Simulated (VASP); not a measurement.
# TiTe (Pm-3m) in VASP: a series of runs

Runs on TiTe. Level: LDA+U. Tasks: single point.

Program: VASP 6.6.1. These are calculated values, not measurements. Logs are shortened: lines on timing, memory, paths and dates and some standing lists are left out, and cuts for length are marked.

## (1) The cell of the first run

Symmetry: Pm-3m, No. 221, cubic system. The conventional cell has a = 3.631 Å, b = 3.631 Å, c = 3.631 Å, α = 90.00°, β = 90.00°, γ = 90.00°. Within 4.1 Å of Ti (site symmetry m-3m) lie 8 Te at 3.14 Å and 6 Ti at 3.63 Å. Within 4.1 Å of Te (site symmetry m-3m) lie 8 Ti at 3.14 Å and 6 Te at 3.63 Å.

## (2) Single point, LDA+U, collinear spin

Contents of INCAR:

```
ALGO = Normal ; EDIFF = 1E-6
ENCUT = 500 ; GGA_COMPAT = F
ISIF = 2 ; ISMEAR = 0
ISPIN = 2 ; LASPH = T
LCHARG = T ; LDAU = T
LDAUJ = 0 0 ; LDAUL = 2 -1
LDAUPRINT = 1 ; LDAUTYPE = 2
LDAUU = 3 0 ; LELF = T
LMAXMIX = 4 ; LORBIT = 11
LREAL = F ; LVHAR = T
LWAVE = F ; MAGMOM = 1.63 -0.14
NBANDS = 20 ; NELM = 200
NUPDOWN = 1.5 ; PREC = Accurate
SIGMA = 0.05
```

Contents of KPOINTS:

```
k-points
0
Gamma
  5 5 5
```

Contents of POSCAR:

```
TiTe
1.0
    3.6310931200      0.0000000000      0.0000000000
    0.0000000000      3.6310931200      0.0000000000
    0.0000000000      0.0000000000      3.6310931200
Ti Te
1 1
Direct
    0.0000000000      0.0000000000      0.0000000000
    0.5000000000      0.5000000000      0.5000000000
```

Potentials or basis: VASP PAW LDA potentials, release 64 (Ti_sv, Te).

Command:

```
$ cat potpaw_LDA.64/Ti_sv/POTCAR potpaw_LDA.64/Te/POTCAR > POTCAR
$ mpirun -np 1 vasp_std > vasp.out
```

OUTCAR:

```text
EDIFF = 1E-6
   ENCUT = 500
   ISIF = 2
   ISMEAR = 0
   ISPIN = 2
   LASPH = T
   LORBIT = 11
   LREAL = F
   NELM = 200
   NUPDOWN = 1.5
   PREC = Accurate

 ion  position               nearest neighbor table
   1  0.000  0.000  0.000-   2 3.14   2 3.14   2 3.14   2 3.14   2 3.14   2 3.14   2 3.14   2 3.14

   2  0.500  0.500  0.500-   1 3.14   1 3.14   1 3.14   1 3.14   1 3.14   1 3.14   1 3.14   1 3.14

  LATTYP: Found a simple cubic cell.
 ALAT       =     3.6310931200

  Lattice vectors:

 A1 = (   3.6310931200,   0.0000000000,   0.0000000000)
 A2 = (   0.0000000000,   3.6310931200,   0.0000000000)
 A3 = (   0.0000000000,   0.0000000000,   3.6310931200)

Analysis of symmetry for initial positions (statically):
=====================================================================
 Subroutine PRICEL returns:
 Original cell was already a primitive cell.

 Routine SETGRP: Setting up the symmetry group for a
 simple cubic supercell.

 Subroutine GETGRP returns: Found 48 space group operations
 (whereof 48 operations were pure point group operations)
 out of a pool of 48 trial point group operations.

The static configuration has the point symmetry O_h .

Analysis of symmetry for dynamics (positions and initial velocities):
=====================================================================
 Subroutine PRICEL returns:
 Original cell was already a primitive cell.

 Routine SETGRP: Setting up the symmetry group for a
 simple cubic supercell.

 Subroutine GETGRP returns: Found 48 space group operations
 (whereof 48 operations were pure point group operations)
 out of a pool of 48 trial point group operations.

The dynamic configuration has the point symmetry O_h .

Analysis of structural, dynamic, and magnetic symmetry:
=====================================================================
 Subroutine PRICEL returns:
 Original cell was already a primitive cell.

[... 161 lines left out ...]
  o =  0.0713  v =  0.0000  0.0000  0.0000  0.0000  0.0000 -1.0000  0.0000  0.0000 -0.0000 -0.0000      0.0000  0.0000  0.0000  0.0000  0.0000  0.0000  0.0000  0.0000  0.0000  0.0000
  o =  0.2627  v =  1.0000  0.0000  0.0000  0.0000  0.0000  0.0000  0.0000  0.0000  0.0000  0.0000      0.0000  0.0000  0.0000  0.0000  0.0000  0.0000  0.0000  0.0000  0.0000  0.0000
  o =  0.2627  v =  0.0000  0.1222  0.0000  0.9925 -0.0000  0.0000  0.0000  0.0000  0.0000  0.0000      0.0000  0.0000  0.0000  0.0000  0.0000  0.0000  0.0000  0.0000  0.0000  0.0000
  o =  0.2627  v =  0.0000  0.9925  0.0000 -0.1222 -0.0000  0.0000  0.0000  0.0000  0.0000  0.0000      0.0000  0.0000  0.0000  0.0000  0.0000  0.0000  0.0000  0.0000  0.0000  0.0000
  o =  0.3725  v =  0.0000 -0.0000  1.0000 -0.0000 -0.0005  0.0000  0.0000  0.0000  0.0000  0.0000      0.0000  0.0000  0.0000  0.0000  0.0000  0.0000  0.0000  0.0000  0.0000  0.0000
  o =  0.3725  v =  0.0000 -0.0000 -0.0005 -0.0000 -1.0000  0.0000  0.0000  0.0000  0.0000  0.0000      0.0000  0.0000  0.0000  0.0000  0.0000  0.0000  0.0000  0.0000  0.0000  0.0000

 number of electron      17.9999998 magnetization       1.5000000

 Free energy of the ion-electron system (eV)
  ---------------------------------------------------
  ext. energy  EPLUGINS =         0.00000000
  ---------------------------------------------------
  free energy    TOTEN  =       -10.52220695 eV

  energy without entropy =      -10.51412293  energy(sigma->0) =      -10.51816494

 E-fermi :   8.1815     XC(G=0): -10.6249

 val. band max:        8.1977468633   @ k =   0.4000   0.4000   0.2000
 cond. band min:       8.2570448676   @ k =   0.2000   0.2000   0.0000
 fundamental gap:      0.0592980043
 Fermi energy:         8.2170064140

 spin component 1

 k-point     1 :       0.0000    0.0000    0.0000
  band No.  band energies     occupation
      1     -49.7900      1.00000
      2     -26.3875      1.00000
      3     -26.3875      1.00000
      4     -26.3875      1.00000
      5      -4.8881      1.00000
      6       6.5550      1.00000
[... 206 lines left out ...]
      6       3.6199      1.00000
[... 12 lines left out ...]
     19      22.1347      0.00000
     20      23.6140      0.00000
 Fermi energy:         8.1815059128

 spin component 2

 k-point     1 :       0.0000    0.0000    0.0000
  band No.  band energies     occupation
      1     -48.6742      1.00000
      2     -25.2850      1.00000
      3     -25.2850      1.00000
      4     -25.2850      1.00000
      5      -4.8563      1.00000
      6       7.0451      1.00000
[... 219 lines left out ...]
     19      22.1875      0.00000
     20      23.8751      0.00000

------------------------ aborting loop because EDIFF is reached ----------------------------------------

  FORCE on cell =-STRESS in cart. coord.  units (eV):
  Direction    XX          YY          ZZ          XY          YZ          ZX
  --------------------------------------------------------------------------------------
  -------------------------------------------------------------------------------------
  Total       -3.3251412     -3.3251412     -3.3251412     -0.0000000      0.0000000     -0.0000000
  in kB     -111.2777972   -111.2777972   -111.2777972     -0.0000000      0.0000000     -0.0000000
  external PRESSURE =    -111.2777972 kB  Pullay stress =       0.0000000 kB

 VOLUME and BASIS-vectors are now :
 -----------------------------------------------------------------------------
  energy-cutoff  :      500.00
  volume of cell :       47.88
      direct lattice vectors                 reciprocal lattice vectors
     3.631093120  0.000000000  0.000000000     0.275399161  0.000000000  0.000000000
     0.000000000  3.631093120  0.000000000     0.000000000  0.275399161  0.000000000
     0.000000000  0.000000000  3.631093120     0.000000000  0.000000000  0.275399161

 POSITION                                       TOTAL-FORCE (eV/Angst)
 -----------------------------------------------------------------------------------
      0.00000      0.00000      0.00000         0.000000      0.000000      0.000000
      1.81555      1.81555      1.81555         0.000000      0.000000      0.000000
 -----------------------------------------------------------------------------------
    total drift:                               -0.000000      0.000000     -0.000000

  FREE ENERGIE OF THE ION-ELECTRON SYSTEM (eV)
  ---------------------------------------------------
  free  energy   TOTEN  =       -10.5222069470 eV

  energy  without entropy=      -10.5141229295  energy(sigma->0) =      -10.51816494

 total charge

# of ion       s       p       d       tot
------------------------------------------
    1        2.138   6.034   1.833  10.004
    2        1.372   1.979   0.058   3.409
--------------------------------------------------
tot          3.509   8.012   1.891  13.413

 magnetization (x)

# of ion       s       p       d       tot
------------------------------------------
    1        0.012   0.017   1.209   1.238
    2       -0.005  -0.125   0.017  -0.113
--------------------------------------------------
tot          0.007  -0.109   1.226   1.124
```

OSZICAR:

```text
N       E                     dE             d eps       ncg     rms          rms(c)
DAV:   1     0.141375498868E+03    0.14138E+03   -0.76315E+03   800   0.839E+02
DAV:   2    -0.291274297291E+01   -0.14429E+03   -0.13808E+03   804   0.257E+02
[... 13 lines left out ...]
DAV:  58    -0.105225182667E+02    0.36363E-03   -0.51317E-04   928   0.376E-02    0.704E-02
DAV:  59    -0.105222948904E+02    0.22338E-03   -0.34790E-04   892   0.286E-02    0.523E-02
DAV:  60    -0.105222549066E+02    0.39984E-04   -0.19972E-05   624   0.941E-03    0.486E-02
DAV:  61    -0.105221448057E+02    0.11010E-03   -0.14504E-04   908   0.190E-02    0.416E-02
DAV:  62    -0.105222072923E+02   -0.62487E-04   -0.47509E-05   632   0.120E-02    0.453E-02
DAV:  63    -0.105222069470E+02    0.34535E-06   -0.14116E-07   400   0.277E-03
   1 F= -.10522207E+02 E0= -.10518165E+02  d E =-.808402E-02  mag=     1.5000
```

Run time: 30 s. Hardware: 1 thread of Intel Xeon 6975P-C (Granite Rapids), shared host; peak memory 0.16 GiB.

Results:

- Free energy: -10.5222 eV
- Pressure: -11.1 GPa
- Net moment: 1.50 μB per cell
- Site moments: Ti +1.24; Te -0.11 μB
- Valence electrons inside the program's atomic spheres: Ti 10.00; Te 3.41

Eigenvalues of the final occupation matrices:
```csv
site,spin,trace,eigenvalues
site 1 d,1,1.53,0.26 0.26 0.26 0.37 0.37
site 1 d,2,0.32,0.05 0.05 0.07 0.07 0.07
```

Caveat: the cell stands under tension; spin-orbit coupling is left out, which moves the levels of the heavy elements; the total moment is fixed, so each spin has its own Fermi level and the state may be an excited one; the U is typed as a test and isn't derived for this compound.

## (3) Single point, LDA+U, collinear spin

Contents of INCAR:

```
SYSTEM = TiTe
ALGO = Normal ; EDIFF = 1E-6
ENCUT = 500 ; GGA = CA
GGA_COMPAT = .False. ; ISIF = 2
ISMEAR = 0 ; ISPIN = 2
LASPH = .True. ; LCHARG = .True.
LDAU = .True. ; LDAUJ = 0 0
LDAUL = 2 -1 ; LDAUPRINT = 1
LDAUTYPE = 2 ; LDAUU = 3 0
LELF = .True. ; LMAXMIX = 4
LORBIT = 11 ; LREAL = .False.
LVHAR = .True. ; LWAVE = .False.
MAGMOM = 2 0 ; NBANDS = 20
NELM = 200 ; PREC = Accurate
SIGMA = 0.05
```

Contents of KPOINTS:

```
k-points
0
Gamma
  5 5 5
  0 0 0
```

POSCAR is that of step 2.

Potentials or basis: VASP PAW LDA potentials, release 64 (Ti_sv, Te).

Command:

```
$ cat potpaw_LDA.64/Ti_sv/POTCAR potpaw_LDA.64/Te/POTCAR > POTCAR
$ mpirun -np 1 vasp_std > vasp.out
```

Run time: 8.6 s. Hardware: 1 thread of Intel Xeon 6975P-C (Granite Rapids), shared host; peak memory 0.15 GiB.

It converged, with:

* Free energy: -10.6319 eV
* Pressure: -14.1 GPa
* Net moment: 0.11 μB per cell
* Site moments: Ti +0.10; Te -0.01 μB
* Valence electrons inside the program's atomic spheres: Ti 9.96; Te 3.40

Levels at points of the mesh, in eV from the Fermi level:
Spin up:
| k point | band 5 | band 6 | band 7 | band 8 | band 9 | band 10 | band 11 | band 12 | band 13 | band 14 |
| --- | --- | --- | --- | --- | --- | --- | --- | --- | --- | --- |
| (0.00, 0.00, 0.00) | -13.07 | -1.28 | -1.28 | -1.18 | -1.18 | -1.18 | 1.09 | 1.09 | 1.09 | 1.53 |
Spin down:
| k point | band 6 | band 7 | band 8 | band 9 | band 10 | band 11 | band 12 | band 13 |
| --- | --- | --- | --- | --- | --- | --- | --- | --- |
| (0.00, 0.00, 0.00) | -1.18 | -1.18 | -1.18 | -1.13 | -1.13 | 1.18 | 1.18 | 1.18 |

Eigenvalues of the final occupation matrices:
```tsv
site	spin	trace	eigenvalues
site 1 d	1	0.96	0.11 0.11 0.11 0.32 0.32
site 1 d	2	0.85	0.10 0.10 0.10 0.28 0.28
```

Caveat: the cell stands under tension; a moment this small can come from the mesh or the smearing; spin-orbit coupling is left out, which moves the levels of the heavy elements; the U is typed as a test and isn't derived for this compound.
